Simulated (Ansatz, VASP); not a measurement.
**Two plane-wave programs on Ga**

File INCAR:

```
SYSTEM = Ga
AGGAC = 1.0
AGGAX = 1.0
ALDAC = 0.0
ALDAX = 1.0
ALGO = Normal
EDIFF = 1E-6
ENCUT = 520
GGA = B5
ISIF = 2
ISMEAR = -1
LASPH = .True.
LCHARG = .False.
LREAL = .False.
LWAVE = .False.
NBANDS = 12
NELM = 60
PREC = Accurate
SIGMA = 0.1
```

Contents of KPOINTS:

```
k-points
0
Gamma
  13 13 13
  0 0 0
```

Contents of POSCAR:

```
Ga
1.0
    2.8309161464      0.0000000000      0.0000000000
    0.0000000000      2.8309161464      0.0000000000
    0.0000000000      0.0000000000      2.8309161464
Ga
1
Direct
    0.0000000000      0.0000000000      0.0000000000
```

Input for Ansatz:

```yaml
crystal:
  lattice:
    - [2.8309161464, 0.0, 0.0]
    - [0.0, 2.8309161464, 0.0]
    - [0.0, 0.0, 2.8309161464]
  atoms:
    - { symbol: Ga, position: [0.0, 0.0, 0.0] }
hamiltonian:
  xc: blyp
  pseudopotentials:
    kind: paw
    azcp:
      Ga: "pseudopotentials/Ga.paw.azcp"
basis:
  ecutwfc: 420
  fft_grid_basis: typed
kpoints:
  mp_grid: { grid: [13, 13, 13], shift: [0, 0, 0] }
magnetization:
  spin_polarized: false
scf:
  occupations: { method: fermi_dirac, width: 0.1 }
  lower_state_search: "off"
output:
  stress: true
```

Alike in both runs: task single point; functional BLYP; k mesh 13 × 13 × 13; occupations fermi-dirac, width 0.1 eV; no spin polarisation.

|  | VASP | Ansatz |
| --- | --- | --- |
| version | VASP 6.6.1 | Ansatz 0.2.0 |
| potentials or method | VASP PAW PBE potentials, release 64 (Ga_d), cutoff 520 eV | plane waves (420 eV) with PAW, scalar-relativistic |
| valence electrons in the cell | 13 | 13 |

```tsv
	VASP	Ansatz	Ansatz less VASP
pressure (GPa)	0.0	0.1	+0.07
```

VASP's potentials were made for PBE, not for BLYP.
